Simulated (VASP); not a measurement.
KTaSe2:

```
CELL_PARAMETERS angstrom
-3.14706 3.14706 3.15794
3.14706 -3.14706 3.15794
3.14706 3.14706 -3.15794
ATOMIC_POSITIONS crystal
K 0.00000 0.00000 0.00000
Ta 0.50000 0.50000 0.00000
Se 0.50000 0.00000 0.50000
Se 0.00000 0.50000 0.50000
```

The cell was generated, and may not be a known phase.

Base run:

| Property | Result |
| --- | --- |
| Program | VASP 6.6.1 |
| Functional | PBE |
| Potentials or basis | VASP PAW PBE potentials, release 64 (K_sv, Ta_pv, Se) |
| Cutoff | 520 eV |
| k mesh | 4 × 4 × 4 |
| Occupations | gaussian, width 0.1 eV |
| Spin | no spin polarisation |

Its results: pressure -6.2 GPa.

Problem. The run is repeated on the same cell with these changes: spin from no spin polarisation to collinear spin; further incar settings from ALGO = Normal; EDIFF = 1e-07; NBANDS = 24 to ALGO = Normal; EDIFF = 1e-06; NBANDS = 28. What comes out?

Solution. Pressure -5.2 GPa; net moment 3.21 μB per cell; site moments K +0.05; Ta +2.10; Se -0.04 μB.

Caveats: the stress differs along the axes, from -11 to 4 GPa (at least some runs); the stress differs along the axes, from -9 to 2 GPa (at least some runs).
